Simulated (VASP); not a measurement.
A run of VASP 6.6.1 is set up as follows.

INCAR

```
SYSTEM = SnTe
  PREC = Accurate
  ENCUT = 520
  EDIFF = 1E-6
  ISMEAR = 0
  SIGMA = 0.03
  LREAL = .FALSE.
  LASPH = .TRUE.
  NELM = 80
  ALGO = Normal
  ISIF = 2
  LWAVE = .FALSE.
  LCHARG = .TRUE.
  GGA = PE
  LELF = .TRUE.
  LVHAR = .TRUE.
  NBANDS = 17
```

File KPOINTS:

```
regular mesh
0
G
  10 10 10
  0 0 0
```

Contents of POSCAR:

```
SnTe
1.0
    0.0000000000      3.1565000000      3.1565000000
    3.1565000000      0.0000000000      3.1565000000
    3.1565000000      3.1565000000      0.0000000000
Sn Te
1 1
Direct
    0.0316806590     -0.0316806590     -0.0316806590
    0.5000000000      0.5000000000      0.5000000000
```

Potentials or basis: VASP PAW PBE potentials, release 64 (Sn_d, Te).

The run is started by

```bash
$ cat potpaw_PBE.64/Sn_d/POTCAR potpaw_PBE.64/Te/POTCAR > POTCAR
$ mpirun -np 1 vasp_std > vasp.out
```

(1) Estimate the largest force.

(2) Estimate the pressure.

(3) Predict the band gap on the k mesh.

Results:

(1) 0.204 eV/Å.

(2) 2.5 GPa.

(3) 0.53 eV.

Caveat: the cell differs from its parent crystal (atom 1 (Sn) moved by (-0.200, +0.000) A along x and z); spin-orbit coupling is left out, which moves the levels of the heavy elements.
